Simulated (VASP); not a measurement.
Wanted: the native input for a VASP 6.6.1 run.

```yaml
Task: single point
Functional: LDA
Potentials_or_basis: VASP PAW LDA potentials, release 64 (C)
Cutoff: 520 eV
k_mesh: 12 × 12 × 12
Occupations: gaussian, width 0.01 eV
Spin: no spin polarisation
Dipole_correction: no
Further_INCAR_settings: ALGO = Normal; EDIFF = 1e-06; NBANDS = 11
```

The structure of C lies in POSCAR:

```
C
1.0
    1.2285423880      0.7092992784      3.3529383042
   -1.2285423880      0.7092992784      3.3529383042
    0.0000000000     -1.4185985568      3.3529383042
C
2
Direct
    0.8334185733      0.8334185733      0.8334185733
    0.1665814267      0.1665814267      0.1665814267
```

These files were run (other wordings do the same):

INCAR

```
  PREC = Accurate
  ENCUT = 520
  EDIFF = 1E-6
  ISMEAR = 0
  SIGMA = 0.01
  LREAL = F
  LASPH = T
  NELM = 80
  ALGO = Normal
  ISIF = 2
  LWAVE = F
  LCHARG = T
  LELF = T
  LVHAR = T
  NBANDS = 11
```

KPOINTS

```
regular mesh
0
Gamma
  12 12 12
```

Potentials or basis: VASP PAW LDA potentials, release 64 (C).

The run is started by

```bash
$ cat potpaw_LDA.64/C/POTCAR > POTCAR
$ mpirun -np 1 vasp_std > vasp.out
```

It gave:

```yaml
Pressure: -3.5 GPa
```

Caveat: the cell stands under tension.

Wall time 41 s on 1 thread of Intel(R) Xeon(R) Platinum 8124M CPU @ 3.00GHz (Skylake/Cascade Lake) (shared host), peak memory 0.15 GiB.
